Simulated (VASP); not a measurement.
Rh: relaxation of volume and atoms at fixed shape with PBEsol

Rh:

```
CELL_PARAMETERS angstrom
0.00000 1.90000 1.90000
1.90000 0.00000 1.90000
1.90000 1.90000 0.00000
ATOMIC_POSITIONS crystal
Rh 0.00000 0.00000 0.00000
```

```json
{
  "Program": "VASP 6.6.1",
  "Task": "relaxation of volume and atoms at fixed shape",
  "Functional": "PBEsol",
  "Potentials or basis": "VASP PAW PBE potentials, release 64 (Rh_pv)",
  "Cutoff": "500 eV",
  "k mesh": "9 × 9 × 9",
  "Occupations": "fermi-dirac, width 0.05 eV",
  "Spin": "no spin polarisation",
  "Dipole correction": "no",
  "Further INCAR settings": "ALGO = Normal; EDIFF = 1e-07; IBRION = 2; EDIFFG = -0.03; NSW = 80; ISIF = 8"
}
```

| Item | Value |
| --- | --- |
| Relaxed volume | 13.51 Å³/atom |
| Relaxed cell | a = 2.673 Å, b = 2.673 Å, c = 2.673 Å, α = 60.00°, β = 60.00°, γ = 60.00° |
| Space group after relaxing (to 0.1 Å) | Fm-3m (No. 225) |
| Energy gained by relaxing | 3.0 meV/atom |
| Ionic steps | 3 |
| Pressure after relaxing | -0.1 GPa |
| Band gap on the k mesh | zero (an odd number of electrons rules out a gap without spin polarisation) |

Step by step:
| step | energy change (eV) | largest force (eV/Å) | pressure (GPa) | volume (Å³) |
| --- | --- | --- | --- | --- |
| 1 | 0.0000 | 0.0000 | -4.43 | 13.72 |
| 2 | 0.0174 | 0.0000 | 12.94 | 12.98 |
| 3 | -0.0030 | 0.0000 | -0.06 | 13.51 |

Final structure:
```
CELL_PARAMETERS angstrom
0.00000 1.89026 1.89026
1.89026 0.00000 1.89026
1.89026 1.89026 0.00000
ATOMIC_POSITIONS crystal
Rh 0.00000 0.00000 0.00000
```

Levels at points of the mesh, in eV from the Fermi level:
```tsv
k point	band 6	band 7	band 8	band 9	band 10	band 11
(0.00, 0.00, 0.00)	-3.11	-3.11	-0.95	-0.95	16.00	20.36
```

Run time: 7.4 s on 1 thread of AMD EPYC 9R45 96-Core Processor (Zen 5), with other jobs on the host, peak memory 0.1 GiB.

Caveat: the PAW data sets were made with another functional, which shifts forces and pressure a little.
